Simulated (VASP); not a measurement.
Here is a VASP 6.6.1 calculation.

INCAR

```
SYSTEM = TiO2
  ALGO = Normal
  EDIFF = 1E-6
  ENCUT = 600
  GGA = CA
  GGA_COMPAT = .FALSE.
  ISIF = 2
  ISMEAR = 0
  LASPH = .TRUE.
  LCHARG = .FALSE.
  LREAL = .FALSE.
  LWAVE = .FALSE.
  NBANDS = 33
  NELM = 120
  PREC = Accurate
  SIGMA = 0.02
```

File KPOINTS:

```
k-points
0
G
  6 6 6
  0 0 0
```

POSCAR

```
TiO2
1.0
    2.7060340000     -2.7066550000      0.0000000000
    2.7060340000      2.7066550000      0.0000000000
   -2.6335310000      0.0000000000      4.7966370000
Ti O
2 4
Direct
    0.1341100000      0.8658900000      0.2500000000
    0.8658900000      0.1341100000      0.7500000000
    0.3312210000      0.0887550000      0.6671490000
    0.6687790000      0.9112450000      0.3328510000
    0.9112450000      0.6687790000      0.8328510000
    0.0887550000      0.3312210000      0.1671490000
```

Potentials or basis: VASP PAW LDA potentials, release 64 (Ti_sv, O).

Command:

```console
$ cat potpaw_LDA.64/Ti_sv/POTCAR potpaw_LDA.64/O/POTCAR > POTCAR
$ mpirun -np 1 vasp_std > vasp.out
```

**Question.** Estimate the pressure.

**Answer.** -12.2 GPa.

**Question.** Predict the largest force.

**Answer.** 0.316 eV/Å.

Stress tensor (GPa, compression positive):
```
-12.23   0.00  -0.42
  0.00 -12.26   0.00
 -0.42   0.00 -11.97
```

Caveat: the cell stands under tension.
